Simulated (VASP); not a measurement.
Al5Cu2, 14 atoms in the cell. The cell holds a slab with vacuum, 14 atoms: a = 4.828 Å, b = 4.877 Å, c = 25.476 Å, α = 90.00°, β = 90.00°, γ = 119.67°. 

| Property | Result |
| --- | --- |
| Program | VASP 6.6.1 |
| Task | single point |
| Functional | PBEsol |
| Potentials or basis | VASP PAW PBE potentials, release 64 (Al, Cu) |
| Cutoff | 520 eV |
| k mesh | 7 × 7 × 1 |
| Occupations | gaussian, width 0.1 eV |
| Spin | no spin polarisation |
| Dipole correction | yes |
| Further INCAR settings | ALGO = Normal; EDIFF = 1e-06; NBANDS = 50 |

Potentials or basis: VASP PAW PBE potentials, release 64 (Al, Cu).

Launch:

```bash
$ cat potpaw_PBE.64/Al/POTCAR potpaw_PBE.64/Cu/POTCAR > POTCAR
$ mpirun -np 1 vasp_std > vasp.out
```

Hardware: 1 thread of AMD EPYC 9R45 96-Core Processor (Zen 5), on a shared host.

**Question.** How long does it take, and how much memory?

**Answer.** Run time: 10 min on 1 thread of AMD EPYC 9R45 96-Core Processor (Zen 5), with other jobs on the host, peak memory 0.67 GiB. Counts: scf iterations 28, k points 16.
